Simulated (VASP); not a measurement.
Input of a VASP 6.6.1 run:

INCAR

```
  PREC = Accurate
  ENCUT = 520
  EDIFF = 1E-6
  ISMEAR = 0
  SIGMA = 0.1
  LREAL = Auto
  LASPH = True
  NELM = 60
  ALGO = Normal
  ISIF = 2
  LWAVE = False
  LCHARG = True
  GGA = PE
  LELF = True
  LVHAR = True
  NBANDS = 58
```

The input KPOINTS:

```
Automatic mesh
0
Gamma
  6 6 6
```

The input POSCAR:

```
Na2YIrC6N6
1.0
    0.0000000000      5.6369758170      5.6369758170
    5.6369758170      0.0000000000      5.6369758170
    5.6369758170      5.6369758170      0.0000000000
Na Y Ir C N
2 1 1 6 6
Direct
    0.2500000000      0.2500000000      0.2500000000
    0.7500000000      0.7500000000      0.7500000000
    0.0000000000      0.0000000000      0.0000000000
    0.5000000000      0.5000000000      0.5000000000
    0.7797850301      0.2202149699      0.2202149699
    0.2202149699      0.7797850301      0.2202149699
    0.2202149699      0.2202149699      0.7797850301
    0.2202149699      0.7797850301      0.7797850301
    0.7797850301      0.2202149699      0.7797850301
    0.7797850301      0.7797850301      0.2202149699
    0.6752245824      0.3247754176      0.3247754176
    0.3247754176      0.6752245824      0.3247754176
    0.3247754176      0.3247754176      0.6752245824
    0.3247754176      0.6752245824      0.6752245824
    0.6752245824      0.3247754176      0.6752245824
    0.6752245824      0.6752245824      0.3247754176
```

Potentials or basis: VASP PAW PBE potentials, release 64 (Na_pv, Y_sv, Ir, C, N).

The run is started by

```bash
$ cat potpaw_PBE.64/Na_pv/POTCAR potpaw_PBE.64/Y_sv/POTCAR potpaw_PBE.64/Ir/POTCAR potpaw_PBE.64/C/POTCAR potpaw_PBE.64/N/POTCAR > POTCAR
$ mpirun -np 1 vasp_std > vasp.out
```

**Question.** What does it give for the largest force?

**Answer.** 0.319 eV/Å.

**Question.** What does it give for the band gap on the k mesh?

**Answer.** Zero (bands 44 and 45 overlap by 0.26 eV).

Forces in eV/Å, atoms in the order of the input:
```
Na   0.000  0.000  0.000
Na   0.000  0.000  0.000
Y    0.000  0.000  0.000
Ir   0.000  0.000  0.000
C   -0.319  0.000  0.000
C    0.000 -0.319  0.000
C    0.000  0.000 -0.319
C    0.319  0.000  0.000
C    0.000  0.319  0.000
C    0.000  0.000  0.319
N    0.206  0.000  0.000
N    0.000  0.206  0.000
N    0.000  0.000  0.206
N   -0.206  0.000  0.000
N    0.000 -0.206  0.000
N    0.000  0.000 -0.206
```

Caveat: spin-orbit coupling is left out, which moves the levels of the heavy elements.
